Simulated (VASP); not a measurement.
A run of VASP 6.6.1 is set up as follows.

The input INCAR:

```
ALGO = Normal ; EDIFF = 1E-7
ENCUT = 520 ; GGA = PE
ISIF = 2 ; ISMEAR = -1
LASPH = True ; LCHARG = False
LREAL = False ; LWAVE = False
NBANDS = 16 ; NELM = 60
PREC = Accurate ; SIGMA = 0.02
```

Contents of KPOINTS:

```
k-points
0
Gamma
  13 13 13
```

The input POSCAR:

```
ZnSe
1.0
    0.0000000000      2.7759511149      2.7759511149
    2.7759511149      0.0000000000      2.7759511149
    2.7759511149      2.7759511149      0.0000000000
Zn Se
1 1
Direct
    0.0000000000      0.0000000000      0.0000000000
    0.2500000000      0.2500000000      0.2500000000
```

Potentials or basis: VASP PAW PBE potentials, release 64 (Zn, Se).

Command:

```sh
$ cat potpaw_PBE.64/Zn/POTCAR potpaw_PBE.64/Se/POTCAR > POTCAR
$ mpirun -np 1 vasp_std > vasp.out
```

(1) Predict the band gap on the k mesh.

(2) Predict the pressure.

Results:

(1) 1.55 eV, direct.

(2) 7.1 GPa.
